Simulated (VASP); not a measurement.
# Pd (Fm-3m) in VASP: a series of runs

Runs on Pd. Level: PBEsol. Tasks: single point, relaxation of volume and atoms at fixed shape.

All numbers are computed with VASP 6.6.1; they aren't measurements. Logs are shortened: lines on timing, memory, paths and dates and some standing lists are left out, and cuts for length are marked.

## Step 1: The cell of the first run

It takes space group Fm-3m (No. 225, cubic). The conventional cell has a = 3.878 Å, b = 3.878 Å, c = 3.878 Å, α = 90.00°, β = 90.00°, γ = 90.00°. Pd (site symmetry m-3m) has 12 Pd at 2.74 Å within 3.6 Å.

## Step 2: Single point, PBEsol

INCAR

```
SYSTEM = Pd
PREC = Accurate ; ENCUT = 520
EDIFF = 1E-6 ; ISMEAR = -1
SIGMA = 0.1 ; LREAL = .FALSE.
LASPH = .TRUE. ; NELM = 60
ALGO = Normal ; ISIF = 2
LWAVE = .FALSE. ; LCHARG = .TRUE.
GGA = PS ; LELF = .TRUE.
LVHAR = .TRUE. ; NBANDS = 11
```

KPOINTS

```
regular mesh
0
G
  20 20 20
  0 0 0
```

POSCAR

```
Pd
1.0
    0.0000000000      1.9388955742      1.9388955742
    1.9388955742      0.0000000000      1.9388955742
    1.9388955742      1.9388955742      0.0000000000
Pd
1
Direct
    0.0000000000      0.0000000000      0.0000000000
```

Potentials or basis: VASP PAW PBE potentials, release 64 (Pd).

Launch:

```sh
$ cat potpaw_PBE.64/Pd/POTCAR > POTCAR
$ mpirun -np 1 vasp_std > vasp.out
```

OUTCAR:

```text
SYSTEM = Pd
   PREC = Accurate
   ENCUT = 520
   EDIFF = 1E-6
   ISMEAR = -1
   LREAL = .FALSE.
   LASPH = .TRUE.
   NELM = 60
   ISIF = 2
   GGA = PS

 ion  position               nearest neighbor table
   1  0.000  0.000  0.000-

  LATTYP: Found a face centered cubic cell.
 ALAT       =     3.8777911484

  Lattice vectors:

 A1 = (   0.0000000000,   1.9388955742,   1.9388955742)
 A2 = (   1.9388955742,   0.0000000000,   1.9388955742)
 A3 = (   1.9388955742,   1.9388955742,   0.0000000000)

Analysis of symmetry for initial positions (statically):
=====================================================================
 Subroutine PRICEL returns:
 Original cell was already a primitive cell.

 Routine SETGRP: Setting up the symmetry group for a
 face centered cubic supercell.

 Subroutine GETGRP returns: Found 48 space group operations
 (whereof 48 operations were pure point group operations)
 out of a pool of 48 trial point group operations.

The static configuration has the point symmetry O_h .

Analysis of symmetry for dynamics (positions and initial velocities):
=====================================================================
 Subroutine PRICEL returns:
 Original cell was already a primitive cell.

 Routine SETGRP: Setting up the symmetry group for a
 face centered cubic supercell.

 Subroutine GETGRP returns: Found 48 space group operations
 (whereof 48 operations were pure point group operations)
 out of a pool of 48 trial point group operations.

The dynamic configuration has the point symmetry O_h .

 Subroutine INISYM returns: Found 48 space group operations
 (whereof 48 operations are pure point group operations),
 and found     1 'primitive' translations

----------------------------------------------------------------------------------------

                                     Primitive cell

  volume of cell :      14.5778

  direct lattice vectors                    reciprocal lattice vectors
     0.000000000  1.938895574  1.938895574    -0.257878767  0.257878767  0.257878767
     1.938895574  0.000000000  1.938895574     0.257878767 -0.257878767  0.257878767
     1.938895574  1.938895574  0.000000000     0.257878767  0.257878767 -0.257878767

  length of vectors
     2.742012417  2.742012417  2.742012417     0.446659127  0.446659127  0.446659127

  position of ions in fractional coordinates (direct lattice)
     0.000000000  0.000000000  0.000000000

  ion indices of the primitive-cell ions
   primitive index   ion index
                 1           1

----------------------------------------------------------------------------------------

 KPOINTS: regular mesh

Automatic generation of k-mesh.
 Grid dimensions read from file:
 generate k-points for:   20   20   20

 Generating k-lattice:

  Cartesian coordinates                     Fractional coordinates (reciprocal lattice)
    -0.012893938  0.012893938  0.012893938     0.050000000  0.000000000  0.000000000
     0.012893938 -0.012893938  0.012893938     0.000000000  0.050000000  0.000000000
     0.012893938  0.012893938 -0.012893938     0.000000000  0.000000000  0.050000000

  Length of vectors
     0.022332956  0.022332956  0.022332956

  Shift w.r.t. Gamma in fractional coordinates (k-lattice)
     0.000000000  0.000000000  0.000000000

 Subroutine IBZKPT returns following result:
 ===========================================

 Found    256 irreducible k-points:

 Following reciprocal coordinates:
            Coordinates               Weight
  0.000000  0.000000  0.000000      1.000000
  0.050000  0.000000  0.000000      8.000000
  0.100000  0.000000  0.000000      8.000000
  0.150000  0.000000  0.000000      8.000000
  0.200000  0.000000  0.000000      8.000000
  0.250000  0.000000  0.000000      8.000000
[... 16 lines left out ...]
 -0.400000  0.050000  0.000000     24.000000
 -0.350000  0.050000  0.000000     24.000000
 [... further k-points ...]
   k-points           NKPTS =    256   k-points in BZ     NKDIM =    256   number of bands    NBANDS=     11
   number of dos      NEDOS =    301   number of ions     NIONS =      1
   total plane-waves  NPLWV =   8000
   dimension x,y,z NGX =    20 NGY =   20 NGZ =   20
   dimension x,y,z NGXF=    40 NGYF=   40 NGZF=   40
   ions per type =               1
   NGX,Y,Z   is equivalent  to a cutoff of  12.13, 12.13, 12.13 a.u.
   NGXF,Y,Z  is equivalent  to a cutoff of  24.25, 24.25, 24.25 a.u.
 SYSTEM =  Pd
   PREC   = accura    normal or accurate (medium, high low for compatibility)
   ISTART =      0    job   : 0-new  1-cont  2-samecut
   ICHARG =      2    charge: 1-file 2-atom 10-const
   ISPIN  =      1    spin polarized calculation?
   LNONCOLLINEAR =      F non collinear calculations
   LSORBIT =      F    spin-orbit coupling
   LASPH  =      T    aspherical Exc in radial PAW
   ENCUT  =  520.0 eV  38.22 Ry    6.18 a.u.   5.10  5.10  5.10*2*pi/ulx,y,z
   NELM   =     60;   NELMIN=  2; NELMDL= -5     # of ELM steps
   EDIFF  = 0.1E-05   stopping-criterion for ELM
   LREAL  =      F    real-space projection
   EDIFFG = 0.1E-04   stopping-criterion for IOM
   NSW    =      0    number of steps for IOM
   IBRION =     -1    ionic relax: 0-MD 1-quasi-New 2-CG
   NFREE  =      0    steps in history (QN), initial steepest desc. (CG)
   ISIF   =      2    stress and relaxation
   ISYM   =      2    0-nonsym 1-usesym 2-fastsym
   POTIM  = 0.5000    time-step for ionic-motion
   TEBEG  =    0.0;   TEEND  =   0.0 temperature during run
   PSTRESS=    0.0 pullay stress
   NELECT =      10.0000    total number of electrons
   NUPDOWN=      -1.0000    fix difference up-down
   EMIN   =  10.00;   EMAX   =-10.00  energy-range for DOS
   EFERMI =   0.00;   METHOD = LEGACY
   ISMEAR =    -1;   SIGMA  =   0.10  broadening in eV -4-tet -1-fermi 0-gaus
   EFERMI_NEDOS =   21; number of points for ismear=-14 and -15
   IALGO  =     38    algorithm
   IMIX   =      4    mixing-type and parameters
     AMIX     =   0.40;   BMIX     =  1.00
     AMIX_MAG =   1.60;   BMIX_MAG =  1.00
  volume/ion in A,a.u.               =      14.58        98.38
  Fermi-wavevector in a.u.,A,eV,Ry     =   1.443811  2.728408 28.362580  2.084591
  Thomas-Fermi vector in A             =   2.562177
   LORBIT       =      0    0 simple, 1 ext, 2 COOP (PROOUT), +10 PAW based schemes
   GGA     = PS    functional components
   LHFCALC =     F    Hartree Fock is set to
   AEXX    =    0.0000 exact exchange contribution
   IVDW    =     0    specifies the selected vdW correction
   LEPSILON=     F    determine dielectric tensor
   LRPA    =     F    only Hartree local field effects (RPA)
 non-spin polarized calculation
  energy-cutoff  :      520.00
  volume of cell :       14.58
 maximum number of plane-waves:       400
   NGX = 11   NGY = 11   NGZ = 11

 number of electron      10.0000002 magnetization

 Free energy of the ion-electron system (eV)
  ---------------------------------------------------
  ext. energy  EPLUGINS =         0.00000000
  ---------------------------------------------------
  free energy    TOTEN  =        -5.99551846 eV

  energy without entropy =       -5.93184959  energy(sigma->0) =       -5.96368403

 E-fermi :   9.8397     XC(G=0): -13.4543

 val. band max:        9.8380741228   @ k =  -0.3500   0.4000   0.2000
 cond. band min:       9.8400265379   @ k =   0.5000   0.3000   0.0500
 fundamental gap:      0.0019524150
 Fermi energy:         9.8397097512

 k-point     1 :       0.0000    0.0000    0.0000
  band No.  band energies     occupation
      1       2.4884      2.00000
      2       6.9095      2.00000
      3       6.9095      2.00000
      4       6.9095      2.00000
      5       8.5706      1.99999
      6       8.5706      1.99999
      7      26.9540      0.00000
      8      31.7886      0.00000
      9      31.7886      0.00000
     10      31.7886      0.00000
     11      35.8621      0.00000

 k-point     2 :       0.0500    0.0000    0.0000
  band No.  band energies     occupation
      1       2.5806      2.00000
      2       6.8754      2.00000
      3       6.9421      2.00000
      4       6.9421      2.00000
      5       8.5543      1.99999
      6       8.5543      1.99999
      7      27.0564      0.00000
      8      31.1558      0.00000
      9      31.8969      0.00000
     10      31.8969      0.00000
     11      35.9033      0.00000

 k-point     3 :       0.1000    0.0000    0.0000
  band No.  band energies     occupation
      1       2.8494      2.00000
      2       6.7870      2.00000
      3       7.0302      2.00000
      4       7.0302      2.00000
      5       8.5173      2.00000
      6       8.5173      2.00000
      7      27.3081      0.00000
      8      29.8096      0.00000
      9      32.2085      0.00000
     10      32.2085      0.00000
     11      35.9352      0.00000

 k-point     4 :       0.1500    0.0000    0.0000
  band No.  band energies     occupation
      1       3.2656      2.00000
      2       6.6873      2.00000
      3       7.1403      2.00000
      4       7.1403      2.00000
      5       8.4959      2.00000
      6       8.4959      2.00000
      7      27.3603      0.00000
      8      28.4866      0.00000
      9      32.6783      0.00000
     10      32.6783      0.00000
     11      36.0234      0.00000
[... 239 lines left out ...]
 k-point    22 :      -0.4500    0.0500    0.0000
  band No.  band energies     occupation
      1       4.4556      2.00000
      2       6.8284      2.00000
      3       6.9218      2.00000
      4       9.2811      1.99253
      5       9.7160      1.55006
      6      11.1235      0.00001
      7      17.4279      0.00000
      8      26.4138      0.00000
      9      30.4314      0.00000
     10      31.0281      0.00000
     11      35.9206      0.00000

 k-point    23 :      -0.4000    0.0500    0.0000
  band No.  band energies     occupation
      1       4.4949      2.00000
      2       6.8864      2.00000
      3       6.9644      2.00000
      4       8.9725      1.99966
      5       9.5093      1.92912
      6      10.5039      0.00261
      7      18.5581      0.00000
      8      26.6187      0.00000
      9      30.5718      0.00000
     10      31.6988      0.00000
     11      35.9139      0.00000

 k-point    24 :      -0.3500    0.0500    0.0000
  band No.  band energies     occupation
      1       4.5428      2.00000
      2       6.9766      2.00000
      3       7.0441      2.00000
      4       8.3114      2.00000
      5       9.2177      1.99603
      6       9.9054      0.68287
      7      20.1653      0.00000
      8      26.9806      0.00000
      9      30.9823      0.00000
     10      32.6865      0.00000
     11      35.9093      0.00000

 [... further k-points ...]
[... 5 lines left out ...]
  --------------------------------------------------------------------------------------
  -------------------------------------------------------------------------------------
  Total       -0.0338696     -0.0338696     -0.0338696     -0.0000000      0.0000000     -0.0000000
  in kB       -3.7224325     -3.7224325     -3.7224325     -0.0000000      0.0000000     -0.0000000
  external PRESSURE =      -3.7224325 kB  Pullay stress =       0.0000000 kB

 VOLUME and BASIS-vectors are now :
 -----------------------------------------------------------------------------
  energy-cutoff  :      520.00
  volume of cell :       14.58
      direct lattice vectors                 reciprocal lattice vectors
     0.000000000  1.938895574  1.938895574    -0.257878767  0.257878767  0.257878767
     1.938895574  0.000000000  1.938895574     0.257878767 -0.257878767  0.257878767
     1.938895574  1.938895574  0.000000000     0.257878767  0.257878767 -0.257878767

 POSITION                                       TOTAL-FORCE (eV/Angst)
 -----------------------------------------------------------------------------------
      0.00000      0.00000      0.00000         0.000000     -0.000000     -0.000000
 -----------------------------------------------------------------------------------
    total drift:                                0.000000      0.000000      0.000000

  FREE ENERGIE OF THE ION-ELECTRON SYSTEM (eV)
  ---------------------------------------------------
  free  energy   TOTEN  =        -5.9955184631 eV

  energy  without entropy=       -5.9318495874  energy(sigma->0) =       -5.96368403
```

Wall time 12 s (1 thread of Intel Xeon 6975P-C (Granite Rapids), shared host); peak memory 0.15 GiB.

What came out:

| Property | Result |
| --- | --- |
| Free energy | -5.9955 eV |
| Pressure | -0.4 GPa |
| Band gap on the k mesh | zero (band 5 reaches 10.12 eV, above the bottom of band 6 at 8.50 eV) |

Caveat: the PAW data sets were made with another functional, which shifts forces and pressure a little.

## Step 3: Relaxation of volume and atoms at fixed shape, PBEsol

This run uses another cell than the first one, of 14.75 Å³/atom, 1.012 times its volume.

INCAR

```
PREC = Accurate
ENCUT = 600
EDIFF = 1E-6
ISMEAR = -1
SIGMA = 0.1
LREAL = F
LASPH = T
NELM = 80
ALGO = Normal
ISIF = 8
LWAVE = F
LCHARG = F
GGA = PS
IBRION = 2
NSW = 60
EDIFFG = -0.02
```

KPOINTS

```
Automatic mesh
0
Gamma
  20 20 20
```

POSCAR

```
Pd
1.0
    0.0000000000      1.9465000000      1.9465000000
    1.9465000000      0.0000000000      1.9465000000
    1.9465000000      1.9465000000      0.0000000000
Pd
1
Direct
    0.0000000000      0.0000000000      0.0000000000
```

Potentials or basis: VASP PAW PBE potentials, release 64 (Pd).

Launch:

```sh
$ cat potpaw_PBE.64/Pd/POTCAR > POTCAR
$ mpirun -np 1 vasp_std > vasp.out
```

Wall time 25 s (1 thread of Intel Xeon 6975P-C (Granite Rapids), shared host); peak memory 0.18 GiB.

The run converged. Its results:

```
Free energy                            : -5.9960 eV
Relaxed volume                         : 14.55 Å³/atom
Relaxed cell                           : a = 2.740 Å, b = 2.740 Å, c = 2.740 Å, α = 60.00°, β = 60.00°, γ = 60.00°
Space group after relaxing (to 0.05 Å) : Fm-3m (No. 225)
Energy gained by relaxing              : 1.7 meV/atom
Ionic steps                            : 3
Pressure after relaxing                : 0.0 GPa
Band gap on the k mesh                 : zero (band 5 reaches 10.16 eV, above the bottom of band 6 at 8.53 eV)
```

The path:
```
step  energy change (eV)  largest force (eV/Å)  pressure (GPa)  volume (Å³)
   1              0.0000                0.0000           -2.70        14.75
   2              0.0030                0.0000            4.85        14.23
   3             -0.0017                0.0000           -0.01        14.55
```

Final structure:
```cif
data_structure
_symmetry_space_group_name_H-M 'P 1'
_symmetry_Int_Tables_number 1
_cell_length_a 2.7402
_cell_length_b 2.7402
_cell_length_c 2.7402
_cell_angle_alpha 60.000
_cell_angle_beta 60.000
_cell_angle_gamma 60.000
_cell_volume 14.55
loop_
_atom_site_label
_atom_site_type_symbol
_atom_site_fract_x
_atom_site_fract_y
_atom_site_fract_z
_atom_site_occupancy
Pd1 Pd 0.00000 0.00000 0.00000 1
```

Levels at points of the mesh, in eV from the Fermi level:
```tsv
k point	band 1	band 2	band 3	band 4	band 5	band 6	band 7	band 8	band 9
(0.00, 0.00, 0.00)	-7.37	-2.94	-2.94	-2.94	-1.27	-1.27	17.12	21.96	21.96
(0.50, 0.00, 0.00)	-5.47	-2.99	-2.99	-0.04	-0.04	0.87	7.35	16.47	21.13
(0.50, 0.50, 0.00)	-5.56	-5.27	-0.06	0.28	0.28	3.23	10.84	13.17	13.17
```

Caveat: the PAW data sets were made with another functional, which shifts forces and pressure a little.
